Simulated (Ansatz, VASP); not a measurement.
**Two plane-wave programs on Hf2H3**

```
CELL_PARAMETERS angstrom
5.07139 0.00000 0.00000
-2.53570 4.39195 0.00000
0.00000 0.00000 2.99065
ATOMIC_POSITIONS crystal
Hf 0.33333 0.66667 0.00000
Hf 0.66667 0.33333 0.00000
H 0.00000 0.00000 0.16857
H 0.00000 0.00000 0.83143
H 0.00000 0.00000 0.50000
```

Alike in both runs: functional PBE; k mesh 6 × 6 × 4; occupations gaussian, width 0.1 eV; no spin polarisation.

Ansatz relaxed the structure, and its values are those at the end. VASP's run is a single point on that final structure, the one shown.

|  | VASP | Ansatz |
| --- | --- | --- |
| version | VASP 6.6.1 | Ansatz 0.2.0 |
| potentials or method | VASP PAW PBE potentials, release 64 (Hf_pv, H), cutoff 520 eV | scalar-relativistic, plane waves, PAW |
| valence electrons in the cell | 23 | 55 |

Ansatz gave:

```
gap on the k mesh at the Fermi level (eV) : none
pressure (GPa)                            : 0.2
```

**Question.** Estimate VASP's values.

**Answer.** gap on the k mesh at the Fermi level (eV): none; pressure (GPa): -0.1.

A gap of «none» marks a metal or a gap that the smearing closes. VASP's potentials hold 23 valence electrons a cell and Ansatz's 55, so a difference there can come from the potentials and not from the codes.

The k mesh is coarse, so the values compare programs but aren't converged. Neither program's run includes spin-orbit coupling.
